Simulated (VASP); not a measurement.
# Hf in VASP: a series of runs

The runs below take Hf through single point, with PBEsol, PBE.

Program: VASP 6.6.1. These are calculated values, not measurements. Logs are shortened: lines on timing, memory, paths and dates and some standing lists are left out, and cuts for length are marked.

### Step 1. The cell of the first run

It takes space group Fm-3m (No. 225, cubic). The conventional cell has a = 4.264 Å, b = 4.264 Å, c = 4.264 Å, α = 90.00°, β = 90.00°, γ = 90.00°. Within 4.0 Å of Hf (site symmetry m-3m) lie 12 Hf at 3.02 Å.

### Step 2. Single point, PBEsol (strained)

Input file INCAR:

```
SYSTEM = Hf
  PREC = Accurate
  ENCUT = 520
  EDIFF = 1E-7
  ISMEAR = 0
  SIGMA = 0.1
  LREAL = .FALSE.
  LASPH = .TRUE.
  NELM = 80
  ALGO = Normal
  ISIF = 2
  LWAVE = .FALSE.
  LCHARG = .FALSE.
  GGA = PS
  NBANDS = 11
```

Input file KPOINTS:

```
Automatic mesh
0
G
  16 16 16
  0 0 0
```

Input file POSCAR:

```
Hf
1.0
    0.0000000000      2.1322434000      2.1322434000
    2.1322434000      0.0000000000      2.1322434000
    2.1322434000      2.1322434000      0.0000000000
Hf
1
Direct
    0.0000000000      0.0000000000      0.0000000000
```

Potentials or basis: VASP PAW PBE potentials, release 64 (Hf_pv).

Started as:

```sh
cat potpaw_PBE.64/Hf_pv/POTCAR > POTCAR
mpirun -np 1 vasp_std > vasp.out
```

OUTCAR:

```text
SYSTEM = Hf
   PREC = Accurate
   ENCUT = 520
   EDIFF = 1E-7
   ISMEAR = 0
   LREAL = .FALSE.
   LASPH = .TRUE.
   NELM = 80
   ISIF = 2
   GGA = PS

 ion  position               nearest neighbor table
   1  0.000  0.000  0.000-

  LATTYP: Found a face centered cubic cell.
 ALAT       =     4.2644868000

  Lattice vectors:

 A1 = (   0.0000000000,   2.1322434000,   2.1322434000)
 A2 = (   2.1322434000,   0.0000000000,   2.1322434000)
 A3 = (   2.1322434000,   2.1322434000,   0.0000000000)

Analysis of symmetry for initial positions (statically):
=====================================================================
 Subroutine PRICEL returns:
 Original cell was already a primitive cell.

 Routine SETGRP: Setting up the symmetry group for a
 face centered cubic supercell.

 Subroutine GETGRP returns: Found 48 space group operations
 (whereof 48 operations were pure point group operations)
 out of a pool of 48 trial point group operations.

The static configuration has the point symmetry O_h .

Analysis of symmetry for dynamics (positions and initial velocities):
=====================================================================
 Subroutine PRICEL returns:
 Original cell was already a primitive cell.

 Routine SETGRP: Setting up the symmetry group for a
 face centered cubic supercell.

 Subroutine GETGRP returns: Found 48 space group operations
 (whereof 48 operations were pure point group operations)
 out of a pool of 48 trial point group operations.

The dynamic configuration has the point symmetry O_h .

 Subroutine INISYM returns: Found 48 space group operations
 (whereof 48 operations are pure point group operations),
 and found     1 'primitive' translations

----------------------------------------------------------------------------------------

                                     Primitive cell

  volume of cell :      19.3883

  direct lattice vectors                    reciprocal lattice vectors
     0.000000000  2.132243400  2.132243400    -0.234494805  0.234494805  0.234494805
     2.132243400  0.000000000  2.132243400     0.234494805 -0.234494805  0.234494805
     2.132243400  2.132243400  0.000000000     0.234494805  0.234494805 -0.234494805

  length of vectors
     3.015447535  3.015447535  3.015447535     0.406156916  0.406156916  0.406156916

  position of ions in fractional coordinates (direct lattice)
     0.000000000  0.000000000  0.000000000

  ion indices of the primitive-cell ions
   primitive index   ion index
                 1           1

----------------------------------------------------------------------------------------

 KPOINTS: Automatic mesh

Automatic generation of k-mesh.
 Grid dimensions read from file:
 generate k-points for:   16   16   16

 Generating k-lattice:

  Cartesian coordinates                     Fractional coordinates (reciprocal lattice)
    -0.014655925  0.014655925  0.014655925     0.062500000  0.000000000  0.000000000
     0.014655925 -0.014655925  0.014655925     0.000000000  0.062500000  0.000000000
     0.014655925  0.014655925 -0.014655925     0.000000000  0.000000000  0.062500000

  Length of vectors
     0.025384807  0.025384807  0.025384807

  Shift w.r.t. Gamma in fractional coordinates (k-lattice)
     0.000000000  0.000000000  0.000000000

 Subroutine IBZKPT returns following result:
 ===========================================

 Found    145 irreducible k-points:

 Following reciprocal coordinates:
            Coordinates               Weight
  0.000000  0.000000  0.000000      1.000000
  0.062500  0.000000  0.000000      8.000000
  0.125000  0.000000  0.000000      8.000000
  0.187500  0.000000  0.000000      8.000000
  0.250000  0.000000  0.000000      8.000000
  0.312500  0.000000  0.000000      8.000000
[... 16 lines left out ...]
 -0.125000  0.062500  0.000000     24.000000
 -0.062500  0.062500  0.000000     12.000000
 [... further k-points ...]
   k-points           NKPTS =    145   k-points in BZ     NKDIM =    145   number of bands    NBANDS=     11
   number of dos      NEDOS =    301   number of ions     NIONS =      1
   total plane-waves  NPLWV =  13824
   dimension x,y,z NGX =    24 NGY =   24 NGZ =   24
   dimension x,y,z NGXF=    48 NGYF=   48 NGZF=   48
   ions per type =               1
   NGX,Y,Z   is equivalent  to a cutoff of  13.23, 13.23, 13.23 a.u.
   NGXF,Y,Z  is equivalent  to a cutoff of  26.46, 26.46, 26.46 a.u.
 SYSTEM =  Hf
   PREC   = accura    normal or accurate (medium, high low for compatibility)
   ISTART =      0    job   : 0-new  1-cont  2-samecut
   ICHARG =      2    charge: 1-file 2-atom 10-const
   ISPIN  =      1    spin polarized calculation?
   LNONCOLLINEAR =      F non collinear calculations
   LSORBIT =      F    spin-orbit coupling
   LASPH  =      T    aspherical Exc in radial PAW
   ENCUT  =  520.0 eV  38.22 Ry    6.18 a.u.   5.61  5.61  5.61*2*pi/ulx,y,z
   NELM   =     80;   NELMIN=  2; NELMDL= -5     # of ELM steps
[... 28 lines left out ...]
   IVDW    =     0    specifies the selected vdW correction
   LEPSILON=     F    determine dielectric tensor
   LRPA    =     F    only Hartree local field effects (RPA)
 non-spin polarized calculation
 Gauss-broadening in eV      SIGMA  =   0.10
  energy-cutoff  :      520.00
  volume of cell :       19.39
 maximum number of plane-waves:       544
   NGX = 11   NGY = 11   NGZ = 11

 number of electron      10.0000000 magnetization

 number of electron       9.9999999 magnetization

 Free energy of the ion-electron system (eV)
  ---------------------------------------------------
  ext. energy  EPLUGINS =         0.00000000
  ---------------------------------------------------
  free energy    TOTEN  =       -10.35552475 eV

  energy without entropy =      -10.34796144  energy(sigma->0) =      -10.35174309

 E-fermi :   5.6367     XC(G=0): -12.0647

 val. band max:        5.6272337865   @ k =   0.2500   0.0625   0.0000
 cond. band min:       5.6402318240   @ k =  -0.3125   0.0625   0.0000
 fundamental gap:      0.0129980375
 Fermi energy:         5.6366598155

 k-point     1 :       0.0000    0.0000    0.0000
  band No.  band energies     occupation
      1     -23.8202      2.00000
      2     -23.8202      2.00000
      3     -23.8202      2.00000
      4      -2.0699      2.00000
      5       7.0439      0.00000
      6       7.0439      0.00000
      7       7.0439      0.00000
      8      10.3832      0.00000
      9      10.3832      0.00000
     10      17.4679      0.00000
     11      19.1439      0.00000

 k-point     2 :       0.0625    0.0000    0.0000
  band No.  band energies     occupation
      1     -23.8751      2.00000
      2     -23.8268      2.00000
      3     -23.8268      2.00000
      4      -1.9059      2.00000
      5       6.8770      0.00000
      6       7.1227      0.00000
      7       7.1227      0.00000
      8      10.2880      0.00000
      9      10.2880      0.00000
     10      17.8333      0.00000
     11      19.1432      0.00000

 k-point     3 :       0.1250    0.0000    0.0000
  band No.  band energies     occupation
      1     -24.0289      2.00000
      2     -23.8454      2.00000
      3     -23.8454      2.00000
      4      -1.4366      2.00000
      5       6.4662      0.00000
      6       7.3181      0.00000
      7       7.3181      0.00000
      8      10.0889      0.00000
      9      10.0889      0.00000
     10      18.7171      0.00000
     11      19.1411      0.00000

 k-point     4 :       0.1875    0.0000    0.0000
  band No.  band energies     occupation
      1     -24.2524      2.00000
      2     -23.8733      2.00000
      3     -23.8733      2.00000
      4      -0.7324      2.00000
      5       6.0016      0.00000
      6       7.4882      0.00000
      7       7.4882      0.00000
      8      10.0225      0.00000
      9      10.0225      0.00000
     10      18.6197      0.00000
     11      19.1514      0.00000
[... 239 lines left out ...]
 k-point    22 :      -0.1875    0.0625    0.0000
  band No.  band energies     occupation
      1     -24.3463      2.00000
      2     -23.9339      2.00000
      3     -23.8696      2.00000
      4      -0.3341      2.00000
      5       5.7672      0.06485
      6       7.4431      0.00000
      7       7.6427      0.00000
      8       9.4945      0.00000
      9      10.6403      0.00000
     10      18.6483      0.00000
     11      19.1554      0.00000

 k-point    23 :      -0.1250    0.0625    0.0000
  band No.  band energies     occupation
      1     -24.1191      2.00000
      2     -23.8949      2.00000
      3     -23.8437      2.00000
      4      -1.0877      2.00000
      5       6.1842      0.00000
      6       7.4292      0.00000
      7       7.4780      0.00000
      8       9.5872      0.00000
      9      10.3922      0.00000
     10      19.1311      0.00000
     11      19.2803      0.00000

 k-point    24 :      -0.0625    0.0625    0.0000
  band No.  band energies     occupation
      1     -23.9517      2.00000
      2     -23.8572      2.00000
      3     -23.8286      2.00000
      4      -1.6395      2.00000
      5       6.6137      0.00000
      6       7.2393      0.00000
      7       7.2670      0.00000
      8       9.9485      0.00000
      9      10.3598      0.00000
     10      18.4002      0.00000
     11      19.1421      0.00000

 [... further k-points ...]
[... 5 lines left out ...]
  --------------------------------------------------------------------------------------
  -------------------------------------------------------------------------------------
  Total        1.6088079      1.6088079      1.6088079      0.0000000     -0.0000000      0.0000000
  in kB      132.9457415    132.9457415    132.9457415      0.0000000     -0.0000000      0.0000000
  external PRESSURE =     132.9457415 kB  Pullay stress =       0.0000000 kB

 VOLUME and BASIS-vectors are now :
 -----------------------------------------------------------------------------
  energy-cutoff  :      520.00
  volume of cell :       19.39
      direct lattice vectors                 reciprocal lattice vectors
     0.000000000  2.132243400  2.132243400    -0.234494805  0.234494805  0.234494805
     2.132243400  0.000000000  2.132243400     0.234494805 -0.234494805  0.234494805
     2.132243400  2.132243400  0.000000000     0.234494805  0.234494805 -0.234494805

 POSITION                                       TOTAL-FORCE (eV/Angst)
 -----------------------------------------------------------------------------------
      0.00000      0.00000      0.00000         0.000000      0.000000     -0.000000
 -----------------------------------------------------------------------------------
    total drift:                                0.000000      0.000000     -0.000000

  FREE ENERGIE OF THE ION-ELECTRON SYSTEM (eV)
  ---------------------------------------------------
  free  energy   TOTEN  =       -10.3555247519 eV

  energy  without entropy=      -10.3479614372  energy(sigma->0) =      -10.35174309
```

It took 12 s on 1 thread of Intel Xeon Platinum 8488C (Sapphire Rapids), shared host; peak memory 0.16 GiB.

What came out:

```yaml
Free_energy: -10.3555 eV
Pressure: 13.3 GPa
Band_gap_on_the_k_mesh: zero (band 5 reaches 7.04 eV, above the bottom of band 6 at 5.15 eV)
```

Caveat: the cell differs from its parent crystal (strained); the PAW data sets were made with another functional, which shifts forces and pressure a little; spin-orbit coupling is left out, which moves the levels of the heavy elements.

### Step 3. Single point, PBE (functional PBE, strained)

Input file INCAR:

```
PREC = Accurate
ENCUT = 520
EDIFF = 1E-7
ISMEAR = 0
SIGMA = 0.1
LREAL = False
LASPH = True
NELM = 80
ALGO = Normal
ISIF = 2
LWAVE = False
LCHARG = False
GGA = PE
NBANDS = 11
```

Input file KPOINTS:

```
Automatic mesh
0
Gamma
  16 16 16
```

Input file POSCAR:

```
Hf
1.0
    0.0000000000      2.2093218000      2.2093218000
    2.2093218000      0.0000000000      2.2093218000
    2.2093218000      2.2093218000      0.0000000000
Hf
1
Direct
    0.0000000000      0.0000000000      0.0000000000
```

Potentials or basis: VASP PAW PBE potentials, release 64 (Hf_pv).

Started as:

```sh
cat potpaw_PBE.64/Hf_pv/POTCAR > POTCAR
mpirun -np 1 vasp_std > vasp.out
```

Run time: 13 s. Hardware: 1 thread of Intel Xeon Platinum 8488C (Sapphire Rapids), shared host; peak memory 0.16 GiB.

The run converged. Its results:

- Free energy: -9.8432 eV
- Pressure: 4.4 GPa
- Band gap on the k mesh: zero (band 5 reaches 6.42 eV, above the bottom of band 6 at 4.60 eV)

Levels at points of the mesh, in eV from the Fermi level:
```csv
k point,band 3,band 4,band 5,band 6,band 7,band 8
"(0.00, 0.00, 0.00)",-29.88,-7.33,1.42,1.42,1.42,4.35
"(0.50, 0.00, 0.00)",-30.00,-3.74,0.71,1.19,1.19,6.57
"(0.50, 0.50, 0.00)",-30.20,-3.41,-2.26,2.72,6.58,7.23
```

Caveat: the cell differs from its parent crystal (functional PBE, strained); spin-orbit coupling is left out, which moves the levels of the heavy elements.

### Step 4. Single point, PBEsol (strained)

Input file INCAR:

```
SYSTEM = Hf
PREC = Accurate
ENCUT = 520
EDIFF = 1E-7
ISMEAR = 0
SIGMA = 0.1
LREAL = .False.
LASPH = .True.
NELM = 100
ALGO = Normal
ISIF = 2
LWAVE = .False.
LCHARG = .False.
GGA = PS
NBANDS = 11
```

Input file KPOINTS:

```
Automatic mesh
0
Gamma
  16 16 16
  0 0 0
```

Input file POSCAR:

```
Hf
1.0
    0.0000000000      2.3223198000      2.3223198000
    2.3223198000      0.0000000000      2.3223198000
    2.3223198000      2.3223198000      0.0000000000
Hf
1
Direct
    0.0000000000      0.0000000000      0.0000000000
```

Started as:

```sh
cat potpaw_PBE.64/Hf_pv/POTCAR > POTCAR
mpirun -np 1 vasp_std > vasp.out
```

Run time: 13 s. Hardware: 1 thread of Intel Xeon Platinum 8488C (Sapphire Rapids), shared host; peak memory 0.16 GiB.

It converged, with:

```yaml
Free_energy: -10.2765 eV
Pressure: -12.9 GPa
Band_gap_on_the_k_mesh: zero (band 5 reaches 5.16 eV, above the bottom of band 6 at 3.48 eV)
```

Levels at points of the mesh, in eV from the Fermi level:
```
           k point  band 2  band 3  band 4  band 5  band 6  band 7  band 8  band 9
(0.00, 0.00, 0.00)  -30.40  -30.40   -6.83    1.31    1.31    1.31    3.71    3.71
(0.50, 0.00, 0.00)  -30.47  -30.47   -3.34    0.30    1.13    1.13    5.53    5.53
(0.50, 0.50, 0.00)  -30.60  -30.60   -2.83   -1.77    2.01    5.52    6.06    6.06
```

Caveat: the cell differs from its parent crystal (strained); the PAW data sets were made with another functional, which shifts forces and pressure a little; spin-orbit coupling is left out, which moves the levels of the heavy elements.

### Step 5. Single point, PBEsol (the cell strained at random)

Input file INCAR:

```
PREC = Accurate
ENCUT = 520
EDIFF = 1E-6
ISMEAR = 0
SIGMA = 0.1
LREAL = F
LASPH = T
NELM = 80
ALGO = Fast
ISIF = 2
LWAVE = F
LCHARG = T
GGA = PS
LELF = T
LVHAR = T
NBANDS = 11
```

Input file KPOINTS:

```
Automatic mesh
0
Gamma
  14 14 14
```

Input file POSCAR:

```
Hf
1.0
    0.0214230000      2.2585614000      2.3155932000
    2.2668198000     -0.0059718000      2.3429880000
    2.2916616000      2.3107980000     -0.0308136000
Hf
1
Direct
    0.0000000000      0.0000000000      0.0000000000
```

Started as:

```sh
cat potpaw_PBE.64/Hf_pv/POTCAR > POTCAR
mpirun -np 1 vasp_std > vasp.out
```

It took 2.1 min on 1 thread of Intel Xeon Platinum 8488C (Sapphire Rapids), shared host; peak memory 0.45 GiB.

Results (log left out):

* Free energy: -10.3245 eV
* Pressure: -10.9 GPa
* Band gap on the k mesh: zero (band 5 reaches 5.14 eV, above the bottom of band 6 at 3.45 eV)

Stress tensor (GPa, compression positive):
```
-10.25  -1.11   0.04
 -1.11 -10.57   1.26
  0.04   1.26 -12.03
```

Levels at points of the mesh, in eV from the Fermi level:
```csv
k point,band 1,band 2,band 3,band 4,band 5,band 6,band 7,band 8,band 9,band 10
"(0.00, 0.00, 0.00)",-30.30,-30.28,-30.26,-6.92,1.04,1.37,1.62,3.61,4.06,11.10
"(0.50, 0.00, 0.00)",-30.91,-30.40,-30.37,-3.34,0.54,0.88,1.29,5.63,5.93,8.54
"(0.00, 0.50, 0.00)",-30.89,-30.37,-30.35,-3.41,0.37,1.08,1.24,5.44,5.92,8.40
"(0.50, 0.50, 0.00)",-30.85,-30.50,-30.46,-2.98,-1.81,1.86,5.72,6.25,6.31,9.19
"(0.00, 0.00, 0.50)",-30.88,-30.36,-30.33,-3.49,0.21,1.00,1.45,5.54,5.79,8.16
"(0.50, 0.00, 0.50)",-30.86,-30.53,-30.49,-2.91,-1.85,2.23,5.63,6.12,6.47,9.02
"(0.00, 0.50, 0.50)",-30.86,-30.54,-30.49,-2.89,-1.88,2.35,5.68,6.13,6.43,8.70
"(0.50, 0.50, 0.50)",-30.89,-30.39,-30.34,-3.40,0.39,0.76,1.53,5.67,5.80,8.36
```

Caveat: the cell differs from its parent crystal (the cell strained at random); the PAW data sets were made with another functional, which shifts forces and pressure a little; spin-orbit coupling is left out, which moves the levels of the heavy elements.

### Step 6. Single point, PBEsol (strained)

Input file INCAR:

```
SYSTEM = Hf
PREC = Accurate
ENCUT = 520
EDIFF = 1E-6
ISMEAR = 0
SIGMA = 0.1
LREAL = .False.
LASPH = .True.
NELM = 100
ALGO = Fast
ISIF = 2
LWAVE = .False.
LCHARG = .True.
GGA = PS
LELF = .True.
LVHAR = .True.
ISYM = 0
NBANDS = 11
```

Input file KPOINTS:

```
Automatic mesh
0
Gamma
  15 14 15
  0 0 0
```

Input file POSCAR:

```
Hf
1.0
    0.0000000000      2.2241958000      2.2241958000
    2.2685958000     -0.0444000000      2.2685958000
    2.2241958000      2.2241958000      0.0000000000
Hf
1
Direct
    0.0000000000      0.0000000000      0.0000000000
```

Potentials or basis: VASP PAW PBE potentials, release 64 (Hf_pv).

Started as:

```sh
cat potpaw_PBE.64/Hf_pv/POTCAR > POTCAR
mpirun -np 1 vasp_std > vasp.out
```

Wall time 9.6 min (1 thread of AMD EPYC 7R13, shared host); peak memory 0.44 GiB.

It converged, with:

| Property | Result |
| --- | --- |
| Free energy | -10.4129 eV |
| Pressure | -5.3 GPa |
| Band gap on the k mesh | zero (band 5 reaches 5.62 eV, above the bottom of band 6 at 4.00 eV) |

Stress tensor (GPa, compression positive):
```
-5.22  1.14 -1.20
 1.14 -5.40  1.14
-1.20  1.14 -5.22
```

Levels at points of the mesh, in eV from the Fermi level:
| k point | band 2 | band 3 | band 4 | band 5 | band 6 | band 7 | band 8 | band 9 |
| --- | --- | --- | --- | --- | --- | --- | --- | --- |
| (0.00, 0.00, 0.00) | -30.01 | -30.00 | -7.18 | 1.08 | 1.52 | 1.52 | 4.13 | 4.13 |
| (0.00, 0.50, 0.00) | -30.09 | -30.09 | -3.71 | 0.34 | 1.25 | 1.25 | 6.13 | 6.13 |

Caveat: the cell differs from its parent crystal (strained); the PAW data sets were made with another functional, which shifts forces and pressure a little; spin-orbit coupling is left out, which moves the levels of the heavy elements.

### Step 7. Overview

| level | cell | k mesh | gap on the mesh (eV) | pressure (GPa) |
| --- | --- | --- | --- | --- |
| PBEsol | a = 3.015 Å, angles 60.0°, 1 atom | 16 × 16 × 16 | none | 13.3 |
| PBE | a = 3.124 Å, angles 60.0°, 1 atom | 16 × 16 × 16 | none | 4.4 |
| PBEsol | a = 3.284 Å, angles 60.0°, 1 atom | 16 × 16 × 16 | none | -12.9 |
| PBEsol | a = 3.235, b = 3.260, c = 3.255 Å, angles 61.2, 60.4, 58.8°, 1 atom | 14 × 14 × 14 | none | -10.9 |
| PBEsol | a = 3.145, b = 3.209 Å, angles 60.6, 60.0, 60.6°, 1 atom | 15 × 14 × 15 | none | -5.3 |

Alike in all rows: task single point; potentials or basis VASP PAW PBE potentials, release 64 (Hf_pv); no spin polarisation; cutoff (eV) 520; smearing gaussian 0.1 eV.

Caveats: spin-orbit coupling is left out, which moves the levels of the heavy elements; the PAW data sets were made with another functional, which shifts forces and pressure a little (some runs).

Total energies depend on the potentials used, so only differences within one code and one set of settings carry meaning.
